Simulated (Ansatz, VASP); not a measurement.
**Two plane-wave programs on P**

```xyz
3
Lattice="4.3787 0.0000 0.0000 -2.1894 3.7921 0.0000 0.0000 0.0000 2.4770" Properties=species:S:1:pos:R:3 pbc="T T T"
P     0.0000    0.0000    0.0000
P     0.0000    2.5281    1.2385
P     2.1894    1.2640    1.2385
```

Alike in both runs: task single point; functional LDA; k mesh 9 × 9 × 14; occupations fermi-dirac, width 0.1 eV; no spin polarisation.

```csv
,VASP,Ansatz
version,VASP 6.6.1,Ansatz 0.2.0
potentials or method,"VASP PAW LDA potentials, release 64 (P), cutoff 520 eV","plane waves (420 eV) with PAW, scalar-relativistic"
valence electrons in the cell,15,15
```

```csv
,VASP,Ansatz,Ansatz less VASP
pressure (GPa),-0.1,0.0,+0.11
"traceless stress, the component that is largest in VASP (GPa)",0.06,0.08,+0.021
```

Ansatz warns that its potentials were made for another functional, while VASP's fit it. LDA's correlation is that of Perdew and Zunger in VASP and of Perdew and Wang (1992) in Ansatz.
